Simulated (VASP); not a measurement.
Pb: single point with LDA

Crystal: Pb.

```
CELL_PARAMETERS angstrom
-1.93468 1.93468 1.93468
1.93468 -1.93468 1.93468
1.93468 1.93468 -1.93468
ATOMIC_POSITIONS crystal
Pb 0.00000 0.00000 0.00000
```

```yaml
Program: VASP 6.6.1
Task: single point
Functional: LDA
Potentials_or_basis: VASP PAW LDA potentials, release 64 (Pb_d)
Cutoff: 520 eV
k_mesh: 15 × 15 × 15
Occupations: fermi-dirac, width 0.05 eV
Spin: no spin polarisation
```

* Pressure: 0.0 GPa
* Band gap on the k mesh: zero (band 7 reaches 15.52 eV, above the bottom of band 8 at 5.36 eV)

Levels at points of the mesh, in eV from the Fermi level:
```
           k point  band 5  band 6  band 7  band 8  band 9  band 10
(0.00, 0.00, 0.00)  -16.79  -12.05    8.02    8.02    8.02    11.27
```

Wall time 16 s on 1 thread of Intel(R) Xeon(R) 6975P-C (Granite Rapids), on a shared host, peak memory 0.16 GiB.

Caveat: spin-orbit coupling is left out, which moves the levels of the heavy elements.
